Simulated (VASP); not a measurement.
Input of a VASP 6.6.1 run:

File INCAR:

```
PREC     = Accurate       # precision mode
ENCUT    = 520            # plane-wave cutoff, eV
EDIFF    = 1E-6           # SCF threshold, eV
ISMEAR   = -1             # smearing method
SIGMA    = 0.05           # smearing width, eV
LREAL    = False          # projectors in reciprocal space
LASPH    = True           # aspherical terms in the spheres
NELM     = 150            # most SCF steps
ALGO     = Normal         # electronic algorithm
ISIF     = 2              # what is computed and relaxed
LWAVE    = False          # write WAVECAR
LCHARG   = False          # write CHGCAR
ISPIN    = 2              # spin polarisation
MAGMOM   = 6 6            # initial moments
LORBIT   = 11             # projections on sites
LMAXMIX  = 6              # l up to which the mixer works
GGA      = CA             # functional
NBANDS   = 30             # bands
```

File KPOINTS:

```
Automatic mesh
0
Gamma
  9 9 5
```

The input POSCAR:

```
Tb
1.0
    3.6010000000      0.0000000000      0.0000000000
   -1.8005000000      3.1185574790      0.0000000000
    0.0000000000      0.0000000000      5.6936000000
Tb
2
Direct
    0.6666666667      0.3333333333      0.7500000000
    0.3333333333      0.6666666667      0.2500000000
```

Potentials or basis: VASP PAW PBE potentials, release 64 (Tb).

The run is started by

```bash
$ cat potpaw_PBE.64/Tb/POTCAR > POTCAR
$ mpirun -np 1 vasp_std > vasp.out
```

Problem. Estimate the site moments.

Solution. Tb +5.71 μB.

Problem. Predict the net moment.

Solution. 11.83 μB per cell.

Stress tensor (GPa, compression positive):
```
-6.28  0.00  0.00
 0.00 -6.28  0.00
 0.00  0.00 -5.88
```

Caveat: the magnetic or orbital state may not be the lowest; the PAW data sets were made with another functional, which shifts forces and pressure a little. The state reached can hang on the start; a lower one may exist.
